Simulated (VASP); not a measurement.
## TaN: single point with PBEsol

The system is TaN.

```xyz
2
Lattice="0.0000 2.1790 2.1790 2.1354 0.0000 2.1790 2.1354 2.1790 0.0000" Properties=species:S:1:pos:R:3 pbc="T T T"
Ta    2.1354    2.1790    2.1790
N     0.0000    0.0000    0.0000
```

This cell differs from its parent crystal: strain -0.0200 x Voigt [1, 0, 0, 0, 0, 0].

```json
{"Program": "VASP 6.6.1", "Task": "single point", "Functional": "PBEsol", "Potentials or basis": "VASP PAW PBE potentials, release 64 (Ta_sv_GW, N)", "Cutoff": "700 eV", "k mesh": "18 × 18 × 18", "Occupations": "gaussian, width 0.15 eV", "Spin": "no spin polarisation", "Dipole correction": "no", "Further INCAR settings": "ALGO = Normal; EDIFF = 1e-06; NBANDS = 16"}
```

```
Pressure               : 12.9 GPa
Band gap on the k mesh : zero (bands 9 and 10 overlap by 4.31 eV)
```

Stress tensor (GPa, compression positive):
```
23.22  0.00  0.00
 0.00  7.71  0.00
 0.00  0.00  7.71
```

Levels at points of the mesh, in eV from the Fermi level:
| k point | band 6 | band 7 | band 8 | band 9 | band 10 | band 11 | band 12 | band 13 |
| --- | --- | --- | --- | --- | --- | --- | --- | --- |
| (0.00, 0.00, 0.00) | -3.98 | -3.98 | -3.86 | -2.35 | -2.35 | -2.09 | -0.11 | 0.10 |
| (0.50, 0.00, 0.00) | -10.80 | -7.96 | -7.94 | 1.96 | 2.15 | 2.18 | 3.91 | 7.80 |
| (0.50, 0.50, 0.00) | -6.80 | -5.82 | -4.74 | -4.63 | 2.22 | 3.70 | 3.98 | 5.09 |
| (0.00, 0.50, 0.50) | -6.56 | -5.86 | -4.80 | -4.80 | 2.27 | 3.85 | 3.85 | 5.12 |

Run time: 97 s on 1 thread of Intel(R) Xeon(R) 6975P-C (Granite Rapids), on a shared host, peak memory 0.39 GiB.

Caveat: the cell differs from its parent crystal (strain -0.0200 x Voigt [1, 0, 0, 0, 0, 0]); the stress differs along the axes, from 8 to 23 GPa; the PAW data sets were made with another functional, which shifts forces and pressure a little; spin-orbit coupling is left out, which moves the levels of the heavy elements.
